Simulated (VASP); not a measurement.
Crystal: Cr.

```
Cr
1.0
     2.45667    0.00000    0.00000
    -1.22833    2.12754    0.00000
     0.00000    0.00000    6.59272
Cr
3
Direct
  0.00000 0.00000 0.00000
  0.33333 0.66667 0.33333
  0.66667 0.33333 0.66667
```

* Program: VASP 6.6.1
* Task: relaxation of cell and atoms
* Functional: PBEsol
* Potentials or basis: VASP PAW PBE potentials, release 64 (Cr_pv)
* Cutoff: 600 eV
* k mesh: 21 × 21 × 7
* Occupations: gaussian, width 0.1 eV
* Spin: no spin polarisation

At the start: pressure -0.4 GPa; volume 11.49 Å³/atom.

**Question.** How do energy, volume and symmetry change on relaxing?

**Answer.** Over 7 steps the energy falls by 3.7 meV/atom and the volume is 11.45 Å³/atom (-0.3 %); space group R-3m (No. 166, to 0.1 Å) before and after.

Step by step:
```tsv
step	energy change (eV)	largest force (eV/Å)	pressure (GPa)	volume (Å³)
1	0.0000	0.0000	-0.41	34.46
2	-0.0105	0.0000	0.38	34.31
3	-0.0109	0.0000	0.56	34.27
4	-0.0109	0.0000	0.67	34.26
5	-0.0109	0.0000	0.55	34.27
6	-0.0107	0.0000	-0.84	34.47
7	-0.0111	0.0000	0.09	34.34
```

Final structure:
```yaml
crystal:
  lattice:
    - [2.47585, 0.00000, 0.00000]
    - [-1.23793, 2.14415, 0.00000]
    - [0.00000, 0.00000, 6.46927]
  atoms:
    - { symbol: Cr, position: [0.00000, 0.00000, 0.00000] }
    - { symbol: Cr, position: [0.33333, 0.66667, 0.33333] }
    - { symbol: Cr, position: [0.66667, 0.33333, 0.66667] }
```

Caveat: the PAW data sets were made with another functional, which shifts forces and pressure a little; the run has no spin polarisation, though such a crystal can be magnetic.
